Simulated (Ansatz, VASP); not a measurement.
**SiC: VASP beside Ansatz**

POSCAR

```
SiC
1.0
    3.3237640817      0.0000000000      0.0000000000
   -1.6618820408      2.8784641310      0.0000000000
    0.0000000000      0.0000000000     10.8829106734
Si C
4 4
Direct
    0.6666666667      0.3333333333      0.9378376197
    0.3333333333      0.6666666667      0.4378376197
    0.0000000000      0.0000000000      0.6878931817
    0.0000000000      0.0000000000      0.1878931817
    0.6666666667      0.3333333333      0.7498040034
    0.3333333333      0.6666666667      0.2498040034
    0.0000000000      0.0000000000      0.5004641952
    0.0000000000      0.0000000000      0.0004641952
```

Contents of INCAR.step1:

```
SYSTEM = SiC
ALGO = Normal
EDIFF = 1E-4
ENCUT = 520
GGA = PE
ISMEAR = 0
LASPH = .TRUE.
LCHARG = .FALSE.
LREAL = .FALSE.
LWAVE = .TRUE.
NBANDS = 26
NELM = 80
PREC = Accurate
SIGMA = 0.05
```

The input INCAR.step2:

```
SYSTEM = SiC
ALGO = Normal
EDIFF = 1E-6
ENCUT = 520
ISIF = 2
ISMEAR = 0
ISTART = 1
LASPH = .TRUE.
LCHARG = .TRUE.
LELF = .TRUE.
LMIXTAU = .TRUE.
LREAL = .FALSE.
LVHAR = .TRUE.
LWAVE = .FALSE.
METAGGA = R2SCAN
NBANDS = 26
NELM = 80
PREC = Accurate
SIGMA = 0.05
```

The input KPOINTS:

```
k-points
0
G
  12 12 4
  0 0 0
```

Input for Ansatz:

```yaml
crystal:
  lattice:
    - [3.3237640817, 0.0, 0.0]
    - [-1.6618820408, 2.878464131, 0.0]
    - [0.0, 0.0, 10.8829106734]
  atoms:
    - { symbol: Si, position: [0.6666666667, 0.3333333333, 0.9378376197] }
    - { symbol: Si, position: [0.3333333333, 0.6666666667, 0.4378376197] }
    - { symbol: Si, position: [0.0, 0.0, 0.6878931817] }
    - { symbol: Si, position: [0.0, 0.0, 0.1878931817] }
    - { symbol: C, position: [0.6666666667, 0.3333333333, 0.7498040034] }
    - { symbol: C, position: [0.3333333333, 0.6666666667, 0.2498040034] }
    - { symbol: C, position: [0.0, 0.0, 0.5004641952] }
    - { symbol: C, position: [0.0, 0.0, 0.0004641952] }
basis:
  ecutwfc: 500
kpoints:
  mp_grid: { grid: [12, 12, 4] }
hamiltonian:
  xc: r2scan
scf:
  occupations: { method: gaussian, width: 0.05 }
output:
  forces: true
  stress: true
  eigenvalues: true
```

Change from the starting cell: strain +0.080 along x and y, +0.080 along z, atoms carried along.

Alike in both runs: task single point; functional r2SCAN; k mesh 12 × 12 × 4; occupations gaussian, width 0.05 eV; no spin polarisation.

|  | VASP | Ansatz |
| --- | --- | --- |
| version | VASP 6.6.1 | Ansatz 0.2.0 |
| potentials or method | VASP PAW PBE potentials, release 64 (Si, C), cutoff 520 eV | scalar-relativistic, plane waves, PAW |
| valence electrons in the cell | 32 | 32 |

|  | VASP | Ansatz | Ansatz less VASP |
| --- | --- | --- | --- |
| gap on the k mesh at the Fermi level (eV) | 2.42 | 2.41 | -0.006 |
| least direct gap on the mesh (eV) | 3.52 | 3.51 | -0.008 |
| pressure (GPa) | -33.2 | -33.1 | +0.07 |
| traceless stress, the component that is largest in VASP (GPa) | 0.29 | 0.29 | -0.001 |
| rms of the force components (eV/Å) | 0.020 | 0.020 | -0.0001 |

VASP's potentials were made for PBE, not for r2SCAN. Atom by atom the forces differ by 0.000 eV/Å (rms over components). Both programs put the cell under strong tension, so it lies far from rest at this level.

Noted on VASP's run: the cell as given lies far from equilibrium.
